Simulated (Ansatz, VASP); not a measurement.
## Two plane-wave programs on NaI

Contents of INCAR:

```
  ALGO = Normal
  EDIFF = 1E-7
  ENCUT = 520
  GGA = PS
  ISIF = 2
  ISMEAR = 0
  LASPH = True
  LCHARG = False
  LREAL = False
  LWAVE = False
  NBANDS = 14
  NELM = 60
  PREC = Accurate
  SIGMA = 0.05
```

File KPOINTS:

```
k-points
0
Gamma
  6 6 6
```

Contents of POSCAR:

```
NaI
1.0
    0.0000000000      3.2364000000      3.2849460000
    3.2364000000      0.0000000000      3.2849460000
    3.2364000000      3.2364000000      0.0000000000
Na I
1 1
Direct
    0.0000000000      0.0000000000      0.0000000000
    0.5000000000      0.5000000000      0.5000000000
```

Input for Ansatz:

```yaml
crystal:
  lattice:
    - [0.0, 3.2364, 3.284946]
    - [3.2364, 0.0, 3.284946]
    - [3.2364, 3.2364, 0.0]
  atoms:
    - { symbol: Na, position: [0.0, 0.0, 0.0] }
    - { symbol: I, position: [0.5, 0.5, 0.5] }
basis:
  ecutwfc: 420
kpoints:
  mp_grid: { grid: [6, 6, 6] }
hamiltonian:
  xc: pbesol
scf:
  occupations: { method: gaussian, width: 0.05 }
output:
  forces: true
  stress: true
  eigenvalues: true
```

Change from the starting cell: strain +0.000 along x and y, +0.015 along z, atoms carried along.

Alike in both runs: task single point; functional PBEsol; k mesh 6 × 6 × 6; occupations gaussian, width 0.05 eV; no spin polarisation.

```csv
,VASP,Ansatz
version,VASP 6.6.1,Ansatz 0.2.0
potentials or method,"VASP PAW PBE potentials, release 64 (Na_pv, I), cutoff 520 eV","scalar-relativistic, plane waves, PAW"
valence electrons in the cell,14,26
```

|  | VASP | Ansatz | Ansatz less VASP |
| --- | --- | --- | --- |
| gap on the k mesh at the Fermi level (eV) | 3.46 | 3.46 | +0.004 |
| least direct gap on the mesh (eV) | 3.46 | 3.46 | +0.004 |
| pressure (GPa) | -0.7 | -0.7 | -0.03 |
| traceless stress, the component that is largest in VASP (GPa) | -0.21 | -0.21 | +0.003 |

VASP's potentials were made for PBE, not for PBEsol. VASP's potentials hold 14 valence electrons a cell and Ansatz's 26, so a difference there can come from the potentials and not from the codes.

Neither program's run includes spin-orbit coupling.
